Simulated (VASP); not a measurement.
# Si2N (Pnnm) in VASP: further runs

The runs below take Si2N through single point, relaxation of cell and atoms, with PBE.

Program: VASP 6.6.1. These are calculated values, not measurements. Logs are shortened: lines on timing, memory, paths and dates and some standing lists are left out, and cuts for length are marked.

**1. The cell of the first run**

The structure is orthorhombic, space group Pnnm (No. 58). Conventional cell: a = 4.905 Å, b = 5.003 Å, c = 3.295 Å, α = 90.00°, β = 90.00°, γ = 90.00°. Within 2.8 Å of Si (site symmetry m) lie 3 N at 2.13 to 2.15 Å and 1 Si at 2.76 Å. Within 2.8 Å of N (site symmetry 2/m) lie 6 Si at 2.13 to 2.15 Å.

**2. Single point, PBE**

INCAR reads:

```
SYSTEM = Si2N
ALGO = Normal
EDIFF = 1E-7
ENCUT = 520
GGA = PE
ISIF = 2
ISMEAR = 0
LASPH = .TRUE.
LCHARG = .FALSE.
LREAL = .FALSE.
LWAVE = .FALSE.
NBANDS = 22
NELM = 100
PREC = Accurate
SIGMA = 0.1
```

KPOINTS reads:

```
k-points
0
G
  4 4 6
  0 0 0
```

POSCAR reads:

```
Si2N
1.0
    4.9054188400      0.0000000000      0.0000000000
    0.0000000000      5.0031918500      0.0000000000
    0.0000000000      0.0000000000      3.2947965800
Si N
4 2
Direct
    0.2878925800      0.3191676400      0.0000000000
    0.2121074200      0.8191676400      0.5000000000
    0.7121074200      0.6808323600      0.0000000000
    0.7878925800      0.1808323600      0.5000000000
    0.0000000000      0.0000000000      0.0000000000
    0.5000000000      0.5000000000      0.5000000000
```

Potentials or basis: VASP PAW PBE potentials, release 64 (Si, N).

Started as:

```console
$ cat potpaw_PBE.64/Si/POTCAR potpaw_PBE.64/N/POTCAR > POTCAR
$ mpirun -np 1 vasp_std > vasp.out
```

OUTCAR:

```text
SYSTEM = Si2N
   EDIFF = 1E-7
   ENCUT = 520
   GGA = PE
   ISIF = 2
   ISMEAR = 0
   LASPH = .TRUE.
   LREAL = .FALSE.
   NELM = 100
   PREC = Accurate

 ion  position               nearest neighbor table
   1  0.288  0.319  0.000-   5 2.13   6 2.15   6 2.15   3 2.76   2 3.02   2 3.02   2 3.02   2 3.02
                             4 3.03   4 3.03   4 3.03   4 3.03
   2  0.212  0.819  0.500-   6 2.13   5 2.15   5 2.15   4 2.76   1 3.02   1 3.02   1 3.02   1 3.02
                             3 3.03   3 3.03   3 3.03   3 3.03
   3  0.712  0.681  0.000-   5 2.13   6 2.15   6 2.15   1 2.76   4 3.02   4 3.02   4 3.02   4 3.02
                             2 3.03   2 3.03   2 3.03   2 3.03
   4  0.788  0.181  0.500-   6 2.13   5 2.15   5 2.15   2 2.76   3 3.02   3 3.02   3 3.02   3 3.02
                             1 3.03   1 3.03   1 3.03   1 3.03
   5  0.000  0.000  0.000-   1 2.13   3 2.13   2 2.15   4 2.15   2 2.15   4 2.15
   6  0.500  0.500  0.500-   2 2.13   4 2.13   3 2.15   1 2.15   1 2.15   3 2.15

  LATTYP: Found a simple orthorhombic cell.
 ALAT       =     3.2947965800
 B/A-ratio  =     1.4888381485
 C/A-ratio  =     1.5185131247

  Lattice vectors:

 A1 = (   0.0000000000,   0.0000000000,   3.2947965800)
 A2 = (   4.9054188400,   0.0000000000,   0.0000000000)
 A3 = (   0.0000000000,   5.0031918500,   0.0000000000)

Analysis of symmetry for initial positions (statically):
=====================================================================
 Subroutine PRICEL returns:
 Original cell was already a primitive cell.

 Routine SETGRP: Setting up the symmetry group for a
 simple orthorhombic supercell.

 Subroutine GETGRP returns: Found  8 space group operations
 (whereof  4 operations were pure point group operations)
 out of a pool of  8 trial point group operations.

The static configuration has the point symmetry C_2h.
 The point group associated with its full space group is D_2h.

Analysis of symmetry for dynamics (positions and initial velocities):
=====================================================================
 Subroutine PRICEL returns:
 Original cell was already a primitive cell.

 Routine SETGRP: Setting up the symmetry group for a
 simple orthorhombic supercell.

 Subroutine GETGRP returns: Found  8 space group operations
 (whereof  4 operations were pure point group operations)
 out of a pool of  8 trial point group operations.

The dynamic configuration has the point symmetry C_2h.
 The point group associated with its full space group is D_2h.

 Subroutine INISYM returns: Found  8 space group operations
 (whereof  4 operations are pure point group operations),
 and found     1 'primitive' translations

----------------------------------------------------------------------------------------

                                     Primitive cell

  volume of cell :      80.8634

  direct lattice vectors                    reciprocal lattice vectors
     4.905418840  0.000000000  0.000000000     0.203856191  0.000000000  0.000000000
     0.000000000  5.003191850  0.000000000     0.000000000  0.199872407  0.000000000
     0.000000000  0.000000000  3.294796580     0.000000000  0.000000000  0.303508874

  length of vectors
     4.905418840  5.003191850  3.294796580     0.203856191  0.199872407  0.303508874

  position of ions in fractional coordinates (direct lattice)
     0.287892580  0.319167640  0.000000000
     0.212107420  0.819167640  0.500000000
     0.712107420  0.680832360  0.000000000
     0.787892580  0.180832360  0.500000000
     0.000000000  0.000000000  0.000000000
     0.500000000  0.500000000  0.500000000

  ion indices of the primitive-cell ions
   primitive index   ion index
                 1           1
                 2           2
                 3           3
                 4           4
                 5           5
                 6           6

----------------------------------------------------------------------------------------

 KPOINTS: k-points

Automatic generation of k-mesh.
 Grid dimensions read from file:
[... 47 lines left out ...]

 number of electron      26.0000002 magnetization

 Free energy of the ion-electron system (eV)
  ---------------------------------------------------
  ext. energy  EPLUGINS =         0.00000000
  ---------------------------------------------------
  free energy    TOTEN  =       -31.94818383 eV

  energy without entropy =      -31.92226093  energy(sigma->0) =      -31.93522238

 E-fermi :   8.1690     XC(G=0): -10.8544

 val. band max:        8.1660376230   @ k =   0.0000   0.5000   0.5000
 cond. band min:       8.1779897271   @ k =   0.0000   0.5000   0.3333
 fundamental gap:      0.0119521041
 Fermi energy:         8.1690018566

 k-point     1 :       0.0000    0.0000    0.0000
  band No.  band energies     occupation
      1      -9.4358      2.00000
      2      -8.1552      2.00000
      3      -1.1398      2.00000
      4      -1.0594      2.00000
      5       1.5228      2.00000
      6       2.3062      2.00000
[... 14 lines left out ...]
     21      14.3074      0.00000
     22      15.8256      0.00000

 k-point     2 :       0.2500    0.0000    0.0000
  band No.  band energies     occupation
      1      -9.2601      2.00000
      2      -8.3510      2.00000
      3      -1.1465      2.00000
      4      -0.8272      2.00000
      5       0.2155      2.00000
      6       1.4188      2.00000
[... 14 lines left out ...]
     21      13.6835      0.00000
     22      14.8948      0.00000

 k-point     3 :       0.5000    0.0000    0.0000
  band No.  band energies     occupation
      1      -8.8166      2.00000
      2      -8.8166      2.00000
      3      -0.8328      2.00000
      4      -0.8328      2.00000
      5       0.0868      2.00000
      6       0.0868      2.00000
[... 14 lines left out ...]
     21      13.4331      0.00000
     22      13.4331      0.00000
[... 476 lines left out ...]
 k-point    23 :       0.2500    0.2500    0.3333
  band No.  band energies     occupation
      1      -8.3270      2.00000
      2      -7.9136      2.00000
      3      -1.4736      2.00000
      4      -1.2179      2.00000
      5      -0.5736      2.00000
      6       0.9634      2.00000
[... 14 lines left out ...]
     21      13.3114      0.00000
     22      13.9221      0.00000

 k-point    24 :       0.5000    0.2500    0.3333
  band No.  band energies     occupation
      1      -8.0986      2.00000
      2      -8.0986      2.00000
      3      -1.3922      2.00000
      4      -1.3922      2.00000
      5      -0.1942      2.00000
      6      -0.1942      2.00000
[... 14 lines left out ...]
     21      13.9761      0.00000
     22      13.9761      0.00000

 [... further k-points ...]

------------------------ aborting loop because EDIFF is reached ----------------------------------------

  FORCE on cell =-STRESS in cart. coord.  units (eV):
  Direction    XX          YY          ZZ          XY          YZ          ZX
  --------------------------------------------------------------------------------------
  -------------------------------------------------------------------------------------
  Total       -1.0728671      0.3917940     -2.8061288      0.0000000      0.0000000      0.0000000
  in kB      -21.2571310      7.7627663    -55.5989165      0.0000000      0.0000000      0.0000000
  external PRESSURE =     -23.0310937 kB  Pullay stress =       0.0000000 kB

 VOLUME and BASIS-vectors are now :
 -----------------------------------------------------------------------------
  energy-cutoff  :      520.00
  volume of cell :       80.86
      direct lattice vectors                 reciprocal lattice vectors
     4.905418840  0.000000000  0.000000000     0.203856191  0.000000000  0.000000000
     0.000000000  5.003191850  0.000000000     0.000000000  0.199872407  0.000000000
     0.000000000  0.000000000  3.294796580     0.000000000  0.000000000  0.303508874

 POSITION                                       TOTAL-FORCE (eV/Angst)
 -----------------------------------------------------------------------------------
      1.41223      1.59686      0.00000        -0.748410     -0.381028      0.000000
      1.04048      4.09845      1.64740         0.748410     -0.381028     -0.000000
      3.49319      3.40633      0.00000         0.748410      0.381028     -0.000000
      3.86494      0.90474      1.64740        -0.748410      0.381028      0.000000
      0.00000      0.00000      0.00000         0.000000      0.000000      0.000000
      2.45271      2.50160      1.64740         0.000000      0.000000      0.000000
 -----------------------------------------------------------------------------------
    total drift:                                0.000000      0.000000      0.000000

  FREE ENERGIE OF THE ION-ELECTRON SYSTEM (eV)
  ---------------------------------------------------
  free  energy   TOTEN  =       -31.9481838300 eV

  energy  without entropy=      -31.9222609327  energy(sigma->0) =      -31.93522238
```

Wall time 52 s (1 thread of Intel Xeon Platinum 8488C (Sapphire Rapids), shared host); peak memory 0.2 GiB.

What came out:

* Free energy: -31.9482 eV
* Pressure: -2.3 GPa
* Largest force: 0.840 eV/Å
* Band gap on the k mesh: zero (band 13 reaches 9.36 eV, above the bottom of band 14 at 6.65 eV)

Forces on the atoms (eV/Å):
```
Si  -0.748 -0.381  0.000
Si   0.748 -0.381  0.000
Si   0.748  0.381  0.000
Si  -0.748  0.381  0.000
N    0.000  0.000  0.000
N    0.000  0.000  0.000
```

Levels at points of the mesh, in eV from the Fermi level:
| k point | band 9 | band 10 | band 11 | band 12 | band 13 | band 14 | band 15 | band 16 | band 17 | band 18 |
| --- | --- | --- | --- | --- | --- | --- | --- | --- | --- | --- |
| (0.00, 0.00, 0.00) | -4.92 | -4.62 | -3.22 | -0.71 | 1.19 | 1.95 | 1.99 | 2.66 | 2.67 | 3.58 |
| (0.50, 0.00, 0.00) | -2.54 | -2.54 | -1.75 | -1.75 | 0.13 | 0.13 | 2.00 | 2.00 | 3.46 | 3.46 |
| (0.00, 0.50, 0.00) | -2.64 | -2.64 | -1.52 | -1.52 | -0.04 | -0.04 | 1.90 | 1.90 | 3.62 | 3.62 |
| (0.50, 0.50, 0.00) | -4.49 | -4.49 | -0.29 | -0.29 | 0.88 | 0.88 | 1.65 | 1.65 | 2.46 | 2.46 |
| (0.00, 0.00, 0.50) | -2.31 | -2.31 | -1.83 | -1.83 | -1.52 | -1.52 | -0.61 | -0.61 | 1.46 | 1.46 |
| (0.50, 0.00, 0.50) | -5.14 | -5.14 | -2.52 | -2.52 | 0.75 | 0.75 | 2.43 | 2.43 | 3.13 | 3.13 |
| (0.00, 0.50, 0.50) | -4.71 | -4.71 | -2.51 | -2.51 | 0.00 | 0.00 | 2.37 | 2.37 | 3.26 | 3.26 |
| (0.50, 0.50, 0.50) | -2.08 | -2.08 | -1.17 | -1.17 | -0.61 | -0.61 | 1.18 | 1.18 | 3.38 | 3.38 |

**3. Relaxation of cell and atoms, PBE**

INCAR reads:

```
SYSTEM = Si2N
PREC     = Accurate       ! precision mode
ENCUT    = 600            ! plane-wave cutoff, eV
EDIFF    = 1E-7           ! SCF threshold, eV
ISMEAR   = 0              ! smearing method
SIGMA    = 0.1            ! smearing width, eV
LREAL    = .False.        ! projectors in reciprocal space
LASPH    = .True.         ! aspherical terms in the spheres
NELM     = 60             ! most SCF steps
ALGO     = Normal         ! electronic algorithm
ISIF     = 3              ! what is computed and relaxed
LWAVE    = .False.        ! write WAVECAR
LCHARG   = .False.        ! write CHGCAR
GGA      = PE             ! functional
IBRION   = 2              ! ionic algorithm
NSW      = 90             ! ionic steps
EDIFFG   = -0.04          ! ionic threshold
```

KPOINTS reads:

```
regular mesh
0
Gamma
  4 4 6
  0 0 0
```

POSCAR is that of step 2.

Potentials or basis: VASP PAW PBE potentials, release 64 (Si, N).

Started as:

```console
$ cat potpaw_PBE.64/Si/POTCAR potpaw_PBE.64/N/POTCAR > POTCAR
$ mpirun -np 1 vasp_std > vasp.out
```

Run time: 32 min. Hardware: 1 thread of Intel Xeon Platinum 8488C (Sapphire Rapids), shared host; peak memory 0.23 GiB.

It converged, with:

```
Free energy                            : -36.8738 eV
Relaxed volume                         : 15.73 Å³/atom
Relaxed cell                           : a = 3.452 Å, b = 8.185 Å, c = 3.339 Å, α = 90.00°, β = 90.00°, γ = 90.00°
Space group after relaxing (to 0.05 Å) : Pnnm (No. 58)
Energy gained by relaxing              : 820.3 meV/atom
Ionic steps                            : 79
Pressure after relaxing                : -0.3 GPa
Largest force after relaxing           : 0.034 eV/Å
Band gap on the k mesh                 : zero (band 13 reaches 8.07 eV, above the bottom of band 14 at 2.67 eV)
```

Forces on the atoms (eV/Å):
```
Si   0.034 -0.005  0.000
Si  -0.034 -0.005  0.000
Si  -0.034  0.005  0.000
Si   0.034  0.005  0.000
N    0.000  0.000  0.000
N    0.000  0.000  0.000
```

Stress tensor (GPa, compression positive):
```
-0.28  0.00  0.00
 0.00 -0.19  0.00
 0.00  0.00 -0.41
```

The path:
```csv
step,energy change (eV),largest force (eV/Å),pressure (GPa),volume (Å³)
1,0.0000,0.8397,-2.36,80.86
3,-0.6754,0.6455,2.66,73.62
5,-1.2084,0.7150,16.38,63.85
7,-1.4220,0.9282,19.07,62.19
9,-1.9801,0.6019,10.10,64.71
11,-2.4045,0.1973,-0.87,68.64
13,-2.5591,0.1947,0.92,69.67
15,-2.6543,0.1660,-0.66,69.39
17,-2.6620,0.1667,1.17,68.64
19,-2.6714,0.1622,1.00,68.78
21,-2.7091,0.1533,0.34,69.41
23,-2.8032,0.3630,0.43,71.85
25,-2.8209,0.2968,1.62,72.44
27,-2.8239,0.2516,2.35,72.74
29,-2.8648,0.3149,1.58,74.63
31,-2.9592,0.3671,-0.20,83.49
33,-3.1383,0.8180,-2.45,90.17
35,-3.3425,1.4784,-5.37,101.07
37,-3.4682,1.4020,-5.40,105.14
39,-3.5820,1.0820,-5.90,112.26
41,-3.6903,0.1499,-1.39,108.68
43,-3.8323,0.1048,-1.05,105.12
45,-4.0742,1.0883,4.16,89.46
47,-4.2173,0.7175,2.80,92.69
49,-4.3396,2.4886,11.10,85.73
51,-4.5587,1.6045,9.32,87.69
53,-4.6253,1.0782,7.30,88.66
55,-4.6779,0.6187,3.97,89.25
57,-4.7435,0.2334,0.76,91.21
59,-4.7601,0.1917,0.74,91.76
61,-4.8009,0.1093,1.02,93.41
63,-4.8302,0.2975,-1.53,95.74
65,-4.8730,0.0908,0.10,95.71
67,-4.8979,0.3326,-1.48,95.77
69,-4.9138,0.0355,0.52,94.26
71,-4.9179,0.0400,0.77,93.63
73,-4.9191,0.0659,0.33,93.70
75,-4.9198,0.1120,-0.21,94.10
77,-4.9206,0.0349,-0.16,94.37
79,-4.9219,0.0340,-0.29,94.35
```

Final structure:
```cif
data_structure
_symmetry_space_group_name_H-M 'P 1'
_symmetry_Int_Tables_number 1
_cell_length_a 3.4519
_cell_length_b 8.1849
_cell_length_c 3.3395
_cell_angle_alpha 90.000
_cell_angle_beta 90.000
_cell_angle_gamma 90.000
_cell_volume 94.35
loop_
_atom_site_label
_atom_site_type_symbol
_atom_site_fract_x
_atom_site_fract_y
_atom_site_fract_z
_atom_site_occupancy
Si1 Si 0.98099 0.19901 0.00000 1
Si2 Si 0.51901 0.69901 0.50000 1
Si3 Si 0.01901 0.80099 0.00000 1
Si4 Si 0.48099 0.30099 0.50000 1
N1 N 0.00000 0.00000 0.00000 1
N2 N 0.50000 0.50000 0.50000 1
```

Levels at points of the mesh, in eV from the Fermi level:
| k point | band 10 | band 11 | band 12 | band 13 | band 14 | band 15 |
| --- | --- | --- | --- | --- | --- | --- |
| (0.00, 0.00, 0.00) | -1.63 | -0.54 | 0.17 | 0.54 | 1.64 | 1.94 |
| (0.50, 0.00, 0.00) | -2.45 | -1.72 | -1.72 | 2.84 | 2.84 | 3.94 |
| (0.00, 0.50, 0.00) | -2.17 | 0.67 | 0.67 | 1.17 | 1.17 | 1.24 |
| (0.50, 0.50, 0.00) | -1.75 | -1.72 | -1.72 | 2.77 | 2.77 | 3.75 |
| (0.00, 0.00, 0.50) | -2.47 | -1.88 | -1.88 | 2.34 | 2.34 | 3.47 |
| (0.50, 0.00, 0.50) | -4.19 | -3.21 | -3.21 | -2.47 | -2.47 | -0.16 |
| (0.00, 0.50, 0.50) | -1.90 | -1.75 | -1.75 | 2.27 | 2.27 | 3.57 |
| (0.50, 0.50, 0.50) | -4.04 | -2.71 | -2.71 | -1.65 | -1.65 | -1.63 |

Caveat: the volume moved by over 15 % at a fixed basis, so the end points are rough.

**4. Single point, PBE, collinear spin, ferromagnetic start**

INCAR reads:

```
SYSTEM = Si2N
PREC = Accurate ; ENCUT = 520
EDIFF = 1E-6 ; ISMEAR = 0
SIGMA = 0.1 ; LREAL = .FALSE.
LASPH = .TRUE. ; NELM = 150
ALGO = Normal ; ISIF = 2
LWAVE = .FALSE. ; LCHARG = .FALSE.
ISPIN = 2 ; MAGMOM = 0 0 0 0 1 1
LORBIT = 11 ; GGA = PE
NBANDS = 26
```

KPOINTS reads:

```
Automatic mesh
0
G
  4 4 6
  0 0 0
```

POSCAR is that of step 3.

Started as:

```console
$ cat potpaw_PBE.64/Si/POTCAR potpaw_PBE.64/N/POTCAR > POTCAR
$ mpirun -np 1 vasp_std > vasp.out
```

Wall time 75 s (1 thread of Intel Xeon Platinum 8488C (Sapphire Rapids), shared host); peak memory 0.27 GiB.

The run converged. Its results:

* Free energy: -31.9482 eV
* Pressure: -2.3 GPa
* Largest force: 0.840 eV/Å
* Band gap on the k mesh: zero (filled and empty bands overlap)
* Net moment: 0.00 μB per cell
* Valence electrons inside the program's atomic spheres: Si 1.48; N 3.62

Forces in eV/Å, atoms in the order of the input:
```
Si  -0.748 -0.381  0.000
Si   0.748 -0.381  0.000
Si   0.748  0.381  0.000
Si  -0.748  0.381  0.000
N    0.000  0.000  0.000
N    0.000  0.000  0.000
```

Stress tensor (GPa, compression positive):
```
-2.08  0.00  0.00
 0.00  0.82  0.00
 0.00  0.00 -5.53
```

Levels at points of the mesh, in eV from the Fermi level:
Spin up:
| k point | band 9 | band 10 | band 11 | band 12 | band 13 | band 14 | band 15 | band 16 | band 17 | band 18 |
| --- | --- | --- | --- | --- | --- | --- | --- | --- | --- | --- |
| (0.00, 0.00, 0.00) | -4.92 | -4.62 | -3.22 | -0.71 | 1.19 | 1.95 | 1.99 | 2.66 | 2.67 | 3.58 |
| (0.50, 0.00, 0.00) | -2.54 | -2.54 | -1.75 | -1.75 | 0.13 | 0.13 | 2.00 | 2.00 | 3.46 | 3.46 |
| (0.00, 0.50, 0.00) | -2.64 | -2.64 | -1.52 | -1.52 | -0.04 | -0.04 | 1.90 | 1.90 | 3.62 | 3.62 |
| (0.50, 0.50, 0.00) | -4.49 | -4.49 | -0.29 | -0.29 | 0.88 | 0.88 | 1.65 | 1.65 | 2.46 | 2.46 |
| (0.00, 0.00, 0.50) | -2.31 | -2.31 | -1.83 | -1.83 | -1.52 | -1.52 | -0.61 | -0.61 | 1.46 | 1.46 |
| (0.50, 0.00, 0.50) | -5.14 | -5.14 | -2.52 | -2.52 | 0.75 | 0.75 | 2.43 | 2.43 | 3.13 | 3.13 |
| (0.00, 0.50, 0.50) | -4.71 | -4.71 | -2.51 | -2.51 | 0.00 | 0.00 | 2.38 | 2.38 | 3.26 | 3.26 |
| (0.50, 0.50, 0.50) | -2.08 | -2.08 | -1.17 | -1.17 | -0.61 | -0.61 | 1.18 | 1.18 | 3.38 | 3.38 |
Spin down:
| k point | band 11 | band 12 | band 13 | band 14 | band 15 | band 16 |
| --- | --- | --- | --- | --- | --- | --- |
| (0.00, 0.00, 0.00) | -3.22 | -0.71 | 1.19 | 1.95 | 1.99 | 2.66 |
| (0.50, 0.00, 0.00) | -1.75 | -1.75 | 0.13 | 0.13 | 2.00 | 2.00 |
| (0.00, 0.50, 0.00) | -1.52 | -1.52 | -0.04 | -0.04 | 1.90 | 1.90 |
| (0.50, 0.50, 0.00) | -0.29 | -0.29 | 0.88 | 0.88 | 1.65 | 1.65 |
| (0.00, 0.00, 0.50) | -1.83 | -1.83 | -1.52 | -1.52 | -0.61 | -0.61 |
| (0.50, 0.00, 0.50) | -2.52 | -2.52 | 0.75 | 0.75 | 2.43 | 2.43 |
| (0.00, 0.50, 0.50) | -2.51 | -2.51 | 0.00 | 0.00 | 2.37 | 2.37 |
| (0.50, 0.50, 0.50) | -1.17 | -1.17 | -0.61 | -0.61 | 1.18 | 1.18 |

**5. Overview**

```csv
task,spin,cell,cutoff (eV),gap on the mesh (eV),pressure (GPa),largest force (eV/Å)
single point,off,as given,520,none,-2.3,0.84
relaxation of cell and atoms,off,relaxed,600,none,-0.3,0.03
single point,"collinear, ferromagnetic start",as given,520,none,-2.3,0.84
```

Alike in all rows: level PBE; potentials or basis VASP PAW PBE potentials, release 64 (Si, N); k mesh 4 × 4 × 6; smearing gaussian 0.1 eV.

Caveats: the volume moved by over 15 % at a fixed basis, so the end points are rough (some runs).

Absolute energies hang on the potentials; compare differences alone.
